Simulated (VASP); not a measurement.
Crystal: AlB3P4.

```xyz
8
Lattice="4.5711 0.0000 0.0000 0.0000 4.5711 0.0000 0.0000 0.0000 4.5711" Properties=species:S:1:pos:R:3 pbc="T T T"
B     2.2855    0.0000    0.0000
B     0.0000    2.2855    0.0000
B     0.0000    0.0000    2.2855
P     3.4283    1.1428    1.1428
P     1.1428    3.4283    1.1428
P     1.1428    1.1428    3.4283
P     3.4283    3.4283    3.4283
Al    2.2855    2.2855    2.2855
```

- Program: VASP 6.6.1
- Task: relaxation of cell and atoms
- Functional: PBE
- Potentials or basis: VASP PAW PBE potentials, release 64 (B, P, Al)
- Cutoff: 600 eV
- k mesh: 6 × 6 × 6
- Occupations: fermi-dirac, width 0.02 eV
- Spin: no spin polarisation

At the start: pressure 35.4 GPa; volume 11.94 Å³/atom.

Q: How do energy, volume and symmetry change on relaxing?

A: Over 9 steps the energy falls by 423.6 meV/atom and the volume is 13.94 Å³/atom (+16.8 %); space group P-43m (No. 215, to 0.1 Å) before and after.

Step by step:
```
step  energy change (eV)  largest force (eV/Å)  pressure (GPa)  volume (Å³)
   1              0.0000                7.1472           35.38        95.51
   2              0.3302                3.4525          -16.53       136.78
   3             -3.3593                0.6507           -0.45       111.61
   4             -3.3749                0.4081            0.74       110.70
   5             -3.3774                0.2694            1.42       110.20
   6             -3.3877                0.0108           -0.53       111.98
   7             -3.3884                0.0423           -0.17       111.63
   8             -3.3885                0.0177            0.07       111.46
   9             -3.3886                0.0007            0.00       111.51
```

Final structure:
```
B P Al
1.0
     4.81323    0.00000    0.00000
     0.00000    4.81323    0.00000
     0.00000    0.00000    4.81323
B P Al
3 4 1
Direct
  0.50000 0.00000 0.00000
  0.00000 0.50000 0.00000
  0.00000 0.00000 0.50000
  0.76844 0.23156 0.23156
  0.23156 0.76844 0.23156
  0.23156 0.23156 0.76844
  0.76844 0.76844 0.76844
  0.50000 0.50000 0.50000
```

Caveat: the volume moved by over 15 % at a fixed basis, so the end points are rough.
